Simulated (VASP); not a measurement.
# Mo (P6/mmm) in VASP: further runs

The runs below take Mo through single point, with LDA.

Everything below comes from runs of VASP 6.6.1. Logs are shortened: lines on timing, memory, paths and dates and some standing lists are left out, and cuts for length are marked.

## (1) The cell of the first run

Symmetry: P6/mmm, No. 191, hexagonal system. Conventional cell: a = 4.402 Å, b = 4.402 Å, c = 2.414 Å, α = 90.00°, β = 90.00°, γ = 120.00°. Within 3.2 Å of Mo (site symmetry 6/mmm) lie 14 Mo at 2.41 to 2.81 Å. Mo (site symmetry -6m2) has 11 Mo at 2.41 to 2.81 Å within 3.2 Å.

## (2) Single point, LDA (volume scaled by 0.88)

The input, INCAR:

```
PREC     = Accurate       # precision mode
ENCUT    = 520            # plane-wave cutoff, eV
EDIFF    = 1E-6           # SCF threshold, eV
ISMEAR   = -1             # smearing method
SIGMA    = 0.1            # smearing width, eV
LREAL    = F              # projectors in reciprocal space
LASPH    = T              # aspherical terms in the spheres
NELM     = 80             # most SCF steps
ALGO     = Normal         # electronic algorithm
ISIF     = 2              # what is computed and relaxed
LWAVE    = F              # write WAVECAR
LCHARG   = F              # write CHGCAR
GGA      = CA             # functional
NBANDS   = 28             # bands
```

The input, KPOINTS:

```
regular mesh
0
Gamma
  9 9 14
```

The input, POSCAR:

```
Mo
1.0
    4.4023331367      0.0000000000      0.0000000000
   -2.2011665684      3.8125323323      0.0000000000
    0.0000000000      0.0000000000      2.4135466932
Mo
3
Direct
    0.0000000000      1.0000000000      1.0000000000
    0.3333333333      0.6666666667      0.5000000000
    0.6666666667      0.3333333333      0.5000000000
```

Potentials or basis: VASP PAW LDA potentials, release 64 (Mo_sv).

Run with:

```sh
cat potpaw_LDA.64/Mo_sv/POTCAR > POTCAR
mpirun -np 1 vasp_std > vasp.out
```

OUTCAR:

```text
PREC = Accurate
   ENCUT = 520
   EDIFF = 1E-6
   ISMEAR = -1
   LREAL = F
   LASPH = T
   NELM = 80
   ISIF = 2
   GGA = CA

 ion  position               nearest neighbor table
   1  0.000  0.000  0.000-   2 2.81   3 2.81   2 2.81   3 2.81   3 2.81   3 2.81   2 2.81   2 2.81
                             3 2.81   3 2.81   2 2.81   2 2.81
   2  0.333  0.667  0.500-   3 2.54   3 2.54   3 2.54   1 2.81   1 2.81   1 2.81   1 2.81   1 2.81
                             1 2.81
   3  0.667  0.333  0.500-   2 2.54   2 2.54   2 2.54   1 2.81   1 2.81   1 2.81   1 2.81   1 2.81
                             1 2.81

  LATTYP: Found a hexagonal cell.
 ALAT       =     4.4023331367
 C/A-ratio  =     0.5482426291

  Lattice vectors:

 A1 = (   4.4023331367,   0.0000000000,   0.0000000000)
 A2 = (  -2.2011665684,   3.8125323323,   0.0000000000)
 A3 = (   0.0000000000,   0.0000000000,   2.4135466932)

Analysis of symmetry for initial positions (statically):
=====================================================================
 Subroutine PRICEL returns:
 Original cell was already a primitive cell.

 Routine SETGRP: Setting up the symmetry group for a
 hexagonal supercell.

 Subroutine GETGRP returns: Found 24 space group operations
 (whereof 24 operations were pure point group operations)
 out of a pool of 24 trial point group operations.

The static configuration has the point symmetry D_6h.

Analysis of symmetry for dynamics (positions and initial velocities):
=====================================================================
 Subroutine PRICEL returns:
 Original cell was already a primitive cell.

 Routine SETGRP: Setting up the symmetry group for a
 hexagonal supercell.

 Subroutine GETGRP returns: Found 24 space group operations
 (whereof 24 operations were pure point group operations)
 out of a pool of 24 trial point group operations.

The dynamic configuration has the point symmetry D_6h.

 Subroutine INISYM returns: Found 24 space group operations
 (whereof 24 operations are pure point group operations),
 and found     1 'primitive' translations

----------------------------------------------------------------------------------------

                                     Primitive cell

  volume of cell :      40.5091

  direct lattice vectors                    reciprocal lattice vectors
     4.402333137  0.000000000  0.000000000     0.227152278  0.131146429  0.000000000
    -2.201166568  3.812532332  0.000000000     0.000000000  0.262292858  0.000000000
     0.000000000  0.000000000  2.413546693     0.000000000  0.000000000  0.414328011

  length of vectors
     4.402333137  4.402333137  2.413546693     0.262292858  0.262292858  0.414328011

  position of ions in fractional coordinates (direct lattice)
     0.000000000  0.000000000  0.000000000
     0.333333333  0.666666667  0.500000000
     0.666666667  0.333333333  0.500000000

  ion indices of the primitive-cell ions
   primitive index   ion index
                 1           1
                 2           2
                 3           3

----------------------------------------------------------------------------------------

 KPOINTS: regular mesh

Automatic generation of k-mesh.
 Grid dimensions read from file:
 generate k-points for:    9    9   14

 Generating k-lattice:

  Cartesian coordinates                     Fractional coordinates (reciprocal lattice)
     0.025239142  0.014571825  0.000000000     0.111111111  0.000000000  0.000000000
     0.000000000  0.029143651  0.000000000     0.000000000  0.111111111  0.000000000
     0.000000000  0.000000000  0.029594858     0.000000000  0.000000000  0.071428571

  Length of vectors
     0.029143651  0.029143651  0.029594858

  Shift w.r.t. Gamma in fractional coordinates (k-lattice)
     0.000000000  0.000000000  0.000000000

 Subroutine IBZKPT returns following result:
 ===========================================

 Found     96 irreducible k-points:

 Following reciprocal coordinates:
            Coordinates               Weight
  0.000000  0.000000  0.000000      1.000000
  0.111111  0.000000  0.000000      6.000000
  0.222222  0.000000  0.000000      6.000000
  0.333333  0.000000  0.000000      6.000000
  0.444444  0.000000  0.000000      6.000000
  0.111111  0.111111  0.000000      6.000000
[... 16 lines left out ...]
  0.333333  0.222222  0.071429     24.000000
  0.333333  0.333333  0.071429      4.000000
 [... further k-points ...]
   k-points           NKPTS =     96   k-points in BZ     NKDIM =     96   number of bands    NBANDS=     28
   number of dos      NEDOS =    301   number of ions     NIONS =      3
   total plane-waves  NPLWV =  23328
   dimension x,y,z NGX =    36 NGY =   36 NGZ =   18
   dimension x,y,z NGXF=    72 NGYF=   72 NGZF=   36
   ions per type =               3
   NGX,Y,Z   is equivalent  to a cutoff of  13.59, 13.59, 12.40 a.u.
   NGXF,Y,Z  is equivalent  to a cutoff of  27.19, 27.19, 24.80 a.u.
 SYSTEM =  unknown system
   PREC   = accura    normal or accurate (medium, high low for compatibility)
   ISTART =      0    job   : 0-new  1-cont  2-samecut
   ICHARG =      2    charge: 1-file 2-atom 10-const
   ISPIN  =      1    spin polarized calculation?
   LNONCOLLINEAR =      F non collinear calculations
   LSORBIT =      F    spin-orbit coupling
   LASPH  =      T    aspherical Exc in radial PAW
   ENCUT  =  520.0 eV  38.22 Ry    6.18 a.u.   8.19  8.19  4.49*2*pi/ulx,y,z
   NELM   =     80;   NELMIN=  2; NELMDL= -5     # of ELM steps
   EDIFF  = 0.1E-05   stopping-criterion for ELM
   LREAL  =      F    real-space projection
   EDIFFG = 0.1E-04   stopping-criterion for IOM
   NSW    =      0    number of steps for IOM
   IBRION =     -1    ionic relax: 0-MD 1-quasi-New 2-CG
   NFREE  =      0    steps in history (QN), initial steepest desc. (CG)
   ISIF   =      2    stress and relaxation
   ISYM   =      2    0-nonsym 1-usesym 2-fastsym
   POTIM  = 0.5000    time-step for ionic-motion
   TEBEG  =    0.0;   TEEND  =   0.0 temperature during run
   PSTRESS=    0.0 pullay stress
   NELECT =      42.0000    total number of electrons
   NUPDOWN=      -1.0000    fix difference up-down
   EMIN   =  10.00;   EMAX   =-10.00  energy-range for DOS
   EFERMI =   0.00;   METHOD = LEGACY
   ISMEAR =    -1;   SIGMA  =   0.10  broadening in eV -4-tet -1-fermi 0-gaus
   EFERMI_NEDOS =   21; number of points for ismear=-14 and -15
   IALGO  =     38    algorithm
   IMIX   =      4    mixing-type and parameters
     AMIX     =   0.40;   BMIX     =  1.00
     AMIX_MAG =   1.60;   BMIX_MAG =  1.00
  volume/ion in A,a.u.               =      13.50        91.12
  Fermi-wavevector in a.u.,A,eV,Ry     =   1.656942  3.131166 37.354191  2.745456
  Thomas-Fermi vector in A             =   2.744780
   LORBIT       =      0    0 simple, 1 ext, 2 COOP (PROOUT), +10 PAW based schemes
   GGA     = CA    functional components
   LHFCALC =     F    Hartree Fock is set to
   AEXX    =    0.0000 exact exchange contribution
   IVDW    =     0    specifies the selected vdW correction
   LEPSILON=     F    determine dielectric tensor
   LRPA    =     F    only Hartree local field effects (RPA)
 non-spin polarized calculation
  energy-cutoff  :      520.00
  volume of cell :       40.51
 maximum number of plane-waves:      1104
 NGX is ok and might be reduce to    36
   NGX = 17   NGY = 17   NGZ =  9

 number of electron      42.0000010 magnetization

 Free energy of the ion-electron system (eV)
  ---------------------------------------------------
  ext. energy  EPLUGINS =         0.00000000
  ---------------------------------------------------
  free energy    TOTEN  =       -34.49037917 eV

  energy without entropy =      -34.38389605  energy(sigma->0) =      -34.43713761

 E-fermi :  14.7796     XC(G=0): -14.4064

 val. band max:       14.7501151134   @ k =   0.0000   0.0000   0.2143
 cond. band min:      14.7797756880   @ k =   0.1111   0.1111   0.5000
 fundamental gap:      0.0296605746
 Fermi energy:        14.7796093652

 k-point     1 :       0.0000    0.0000    0.0000
  band No.  band energies     occupation
      1     -46.0362      2.00000
      2     -45.6766      2.00000
      3     -45.4685      2.00000
      4     -20.6216      2.00000
      5     -20.6216      2.00000
      6     -20.4496      2.00000
[... 20 lines left out ...]
     27      20.1551      0.00000
     28      20.1551      0.00000

 k-point     2 :       0.1111    0.0000    0.0000
  band No.  band energies     occupation
      1     -46.0218      2.00000
      2     -45.6813      2.00000
      3     -45.4794      2.00000
      4     -20.7658      2.00000
      5     -20.7258      2.00000
      6     -20.2866      2.00000
[... 20 lines left out ...]
     27      19.8804      0.00000
     28      20.1115      0.00000

 k-point     3 :       0.2222    0.0000    0.0000
  band No.  band energies     occupation
      1     -45.9817      2.00000
      2     -45.6939      2.00000
      3     -45.5098      2.00000
      4     -20.9362      2.00000
      5     -20.7696      2.00000
      6     -20.0624      2.00000
[... 20 lines left out ...]
     27      19.1904      0.00000
     28      19.9779      0.00000

 k-point     4 :       0.3333    0.0000    0.0000
  band No.  band energies     occupation
      1     -45.9257      2.00000
      2     -45.7119      2.00000
      3     -45.5510      2.00000
      4     -21.0608      2.00000
      5     -20.6798      2.00000
      6     -19.8789      2.00000
[... 20 lines left out ...]
     27      18.7518      0.00000
     28      19.7491      0.00000

 k-point     5 :       0.4444    0.0000    0.0000
  band No.  band energies     occupation
      1     -45.8760      2.00000
      2     -45.7312      2.00000
      3     -45.5834      2.00000
      4     -21.1260      2.00000
      5     -20.4633      2.00000
      6     -20.1547      2.00000
[... 20 lines left out ...]
     27      18.9812      0.00000
     28      19.1279      0.00000

 k-point     6 :       0.1111    0.1111    0.0000
  band No.  band energies     occupation
      1     -45.9945      2.00000
      2     -45.6897      2.00000
      3     -45.5002      2.00000
      4     -20.8561      2.00000
      5     -20.8139      2.00000
      6     -20.0969      2.00000
[... 463 lines left out ...]
      5     -20.3887      2.00000
      6     -20.3237      2.00000
[... 20 lines left out ...]
     27      18.9652      0.00000
     28      19.2549      0.00000

 k-point    22 :       0.2222    0.2222    0.0714
  band No.  band energies     occupation
      1     -45.8773      2.00000
      2     -45.6912      2.00000
      3     -45.5594      2.00000
      4     -20.8961      2.00000
      5     -20.7850      2.00000
      6     -20.0196      2.00000
[... 20 lines left out ...]
     27      18.7520      0.00000
     28      19.3459      0.00000

 k-point    23 :       0.3333    0.2222    0.0714
  band No.  band energies     occupation
      1     -45.8423      2.00000
      2     -45.6863      2.00000
      3     -45.6009      2.00000
      4     -20.9004      2.00000
      5     -20.6194      2.00000
      6     -20.3191      2.00000
[... 20 lines left out ...]
     27      18.8890      0.00000
     28      19.1413      0.00000

 k-point    24 :       0.3333    0.3333    0.0714
  band No.  band energies     occupation
      1     -45.8326      2.00000
      2     -45.6487      2.00000
      3     -45.6487      2.00000
      4     -20.7664      2.00000
      5     -20.5691      2.00000
      6     -20.5691      2.00000
[... 20 lines left out ...]
     27      18.4568      0.00000
     28      19.1929      0.00000

 [... further k-points ...]
[... 5 lines left out ...]
  --------------------------------------------------------------------------------------
  -------------------------------------------------------------------------------------
  Total       11.2700408     11.2700408     12.7391490     -0.0000000     -0.0000000      0.0000000
  in kB      445.7423782    445.7423782    503.8472083     -0.0000000     -0.0000000      0.0000000
  external PRESSURE =     465.1106549 kB  Pullay stress =       0.0000000 kB

 VOLUME and BASIS-vectors are now :
 -----------------------------------------------------------------------------
  energy-cutoff  :      520.00
  volume of cell :       40.51
      direct lattice vectors                 reciprocal lattice vectors
     4.402333137  0.000000000  0.000000000     0.227152278  0.131146429  0.000000000
    -2.201166568  3.812532332  0.000000000     0.000000000  0.262292858  0.000000000
     0.000000000  0.000000000  2.413546693     0.000000000  0.000000000  0.414328011

 POSITION                                       TOTAL-FORCE (eV/Angst)
 -----------------------------------------------------------------------------------
      0.00000      0.00000      0.00000         0.000000      0.000000      0.000000
     -0.00000      2.54169      1.20677        -0.000000     -0.000000     -0.000000
      2.20117      1.27084      1.20677         0.000000      0.000000      0.000000
 -----------------------------------------------------------------------------------
    total drift:                                0.000000      0.000000     -0.000000

  FREE ENERGIE OF THE ION-ELECTRON SYSTEM (eV)
  ---------------------------------------------------
  free  energy   TOTEN  =       -34.4903791733 eV

  energy  without entropy=      -34.3838960459  energy(sigma->0) =      -34.43713761
```

Wall time 34 s (1 thread of Intel Xeon 6975P-C (Granite Rapids), shared host); peak memory 0.19 GiB.

What came out:

```
Free energy            : -34.4904 eV
Pressure               : 46.5 GPa
Band gap on the k mesh : zero (band 21 reaches 15.73 eV, above the bottom of band 22 at 13.96 eV)
```

Stress tensor (GPa, compression positive):
```
44.57  0.00  0.00
 0.00 44.57  0.00
 0.00  0.00 50.38
```

Caveat: the cell differs from its parent crystal (volume scaled by 0.88).

## (3) Single point, LDA (volume scaled by 0.92)

The input, INCAR:

```
  PREC = Accurate
  ENCUT = 520
  EDIFF = 1E-7
  ISMEAR = -1
  SIGMA = 0.1
  LREAL = F
  LASPH = T
  NELM = 60
  ALGO = Normal
  ISIF = 2
  LWAVE = F
  LCHARG = F
  GGA = CA
  NBANDS = 28
```

KPOINTS is that of step 2.

The input, POSCAR:

```
Mo
1.0
    4.4680492900      0.0000000000      0.0000000000
   -2.2340246450      3.8694441905      0.0000000000
    0.0000000000      0.0000000000      2.4495750898
Mo
3
Direct
    0.0000000000      1.0000000000      1.0000000000
    0.3333333333      0.6666666667      0.5000000000
    0.6666666667      0.3333333333      0.5000000000
```

Potentials or basis: VASP PAW LDA potentials, release 64 (Mo_sv).

Run with:

```sh
cat potpaw_LDA.64/Mo_sv/POTCAR > POTCAR
mpirun -np 1 vasp_std > vasp.out
```

It took 37 s on 1 thread of Intel Xeon 6975P-C (Granite Rapids), shared host; peak memory 0.2 GiB.

Results (log left out):

| Item | Value |
| --- | --- |
| Free energy | -34.9180 eV |
| Pressure | 28.3 GPa |
| Band gap on the k mesh | zero (band 21 reaches 14.92 eV, above the bottom of band 22 at 13.25 eV) |

Stress tensor (GPa, compression positive):
```
27.23  0.00  0.00
 0.00 27.23  0.00
 0.00  0.00 30.31
```

Levels at points of the mesh, in eV from the Fermi level:
```
           k point  band 19  band 20  band 21  band 22  band 23  band 24
(0.00, 0.00, 0.00)    -2.33    -2.33    -0.74    -0.74     1.96     1.96
(0.00, 0.00, 0.50)    -1.50    -1.40     0.13     0.13     2.80     2.80
```

Caveat: the cell differs from its parent crystal (volume scaled by 0.92).

## (4) Single point, LDA

This run uses another cell than the first one, of 15.34 Å³/atom, 1.136 times its volume.

The input, INCAR:

```
ALGO = Normal
EDIFF = 1E-6
ENCUT = 520
GGA = CA
ISIF = 2
ISMEAR = -1
LASPH = True
LCHARG = True
LELF = True
LREAL = False
LVHAR = True
LWAVE = False
NBANDS = 28
NELM = 80
PREC = Accurate
SIGMA = 0.1
```

The input, KPOINTS:

```
k-points
0
Gamma
  9 9 14
```

The input, POSCAR:

```
Mo
1.0
    4.5939755522      0.0000000000      0.0000000000
   -2.2969877761      3.9784995325      0.0000000000
    0.0000000000      0.0000000000      2.5186132349
Mo
3
Direct
    0.0000000000      1.0000000000      1.0000000000
    0.3333333333      0.6666666667      0.5000000000
    0.6666666667      0.3333333333      0.5000000000
```

Run with:

```sh
cat potpaw_LDA.64/Mo_sv/POTCAR > POTCAR
mpirun -np 1 vasp_std > vasp.out
```

Wall time 37 s (1 thread of Intel Xeon 6975P-C (Granite Rapids), shared host); peak memory 0.21 GiB.

Results (log left out):

| Quantity | Value |
| --- | --- |
| Free energy | -35.2384 eV |
| Pressure | 1.2 GPa |
| Band gap on the k mesh | zero (band 21 reaches 13.48 eV, above the bottom of band 22 at 11.97 eV) |

Stress tensor (GPa, compression positive):
```
1.48 0.00 0.00
0.00 1.48 0.00
0.00 0.00 0.71
```

Levels at points of the mesh, in eV from the Fermi level:
| k point | band 17 | band 18 | band 19 | band 20 | band 21 | band 22 | band 23 | band 24 | band 25 | band 26 |
| --- | --- | --- | --- | --- | --- | --- | --- | --- | --- | --- |
| (0.00, 0.00, 0.00) | -2.24 | -2.24 | -2.17 | -2.17 | -0.61 | -0.61 | 1.81 | 1.81 | 1.89 | 1.89 |
| (0.00, 0.00, 0.50) | -2.72 | -1.43 | -1.30 | -1.30 | 0.11 | 0.11 | 2.52 | 2.52 | 3.27 | 3.27 |

## (5) Summary

```tsv
cell	gap on the mesh (eV)	pressure (GPa)
a = 4.402, b = 4.402, c = 2.414 Å, angles 90.0, 90.0, 120.0°, 3 atoms	none	46.5
a = 4.468, b = 4.468, c = 2.450 Å, angles 90.0, 90.0, 120.0°, 3 atoms	none	28.3
a = 4.594, b = 4.594, c = 2.519 Å, angles 90.0, 90.0, 120.0°, 3 atoms	none	1.2
```

Alike in all rows: task single point; level LDA; potentials or basis VASP PAW LDA potentials, release 64 (Mo_sv); no spin polarisation; k mesh 9 × 9 × 14; cutoff (eV) 520; smearing fermi-dirac 0.1 eV.

Absolute energies hang on the potentials; compare differences alone.
